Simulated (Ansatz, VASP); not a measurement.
Two plane-wave programs on C

```xyz
4
Lattice="0.0000 -1.7834 -1.7834 -1.7834 0.0000 -1.7834 1.7834 1.7834 -3.5668" Properties=species:S:1:pos:R:3 pbc="T T T"
C     0.0866    0.0866   -5.2636
C     0.0866    0.0866   -1.6968
C     0.8051    0.8051   -4.5451
C    -0.9783   -0.9783   -4.5451
```

Change from the starting cell: mode 10 (1294.7 1/cm) frozen in, largest displacement -0.150 Å.

Alike in both runs: task single point; functional PBE; k mesh 12 × 12 × 10; occupations gaussian, width 0.05 eV; no spin polarisation.

|  | VASP | Ansatz |
| --- | --- | --- |
| version | VASP 6.6.1 | Ansatz 0.2.0 |
| potentials or method | VASP PAW PBE potentials, release 64 (C), cutoff 520 eV | scalar-relativistic, plane waves, PAW |
| valence electrons in the cell | 16 | 16 |

Ansatz gave:

* gap on the k mesh at the Fermi level (eV): none
* rms of the force components (eV/Å): 9.948

Problem. What did VASP give for the same quantities?

Solution. gap on the k mesh at the Fermi level (eV): none; rms of the force components (eV/Å): 9.991.

Atom by atom the forces differ by 0.044 eV/Å (rms over components). A gap of «none» marks a metal or a gap that the smearing closes. With one functional, cell and mesh, what is left measures potentials, basis and numerics.
